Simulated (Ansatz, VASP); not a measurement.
Two plane-wave programs on SrCl2

```
Sr Cl
1.0
     0.00000    3.48550    3.48550
     3.48550    0.00000    3.48550
     3.48550    3.48550    0.00000
Sr Cl
1 2
Cartesian
  0.0000 0.0000 0.1500
  1.7428 1.7428 1.7428
  5.2283 5.2283 5.2283
```

Change from the starting cell: one atom moved.

Alike in both runs: task single point; functional PBE; k mesh 6 × 6 × 6; occupations gaussian, width 0.02 eV; no spin polarisation.

```csv
,VASP,Ansatz
version,VASP 6.6.1,Ansatz 0.2.0
potentials or method,"VASP PAW PBE potentials, release 64 (Sr_sv, Cl), cutoff 520 eV","scalar-relativistic, plane waves, PAW"
valence electrons in the cell,24,24
```

```csv
,VASP,Ansatz,Ansatz less VASP
gap on the k mesh at the Fermi level (eV),5.32,5.33,+0.004
least direct gap on the mesh (eV),5.50,5.50,+0.001
pressure (GPa),1.4,1.4,-0.09
"traceless stress, the component that is largest in VASP (GPa)",-0.10,-0.10,+0.004
rms of the force components (eV/Å),0.170,0.166,-0.0042
```

Atom by atom the forces differ by 0.004 eV/Å (rms over components).
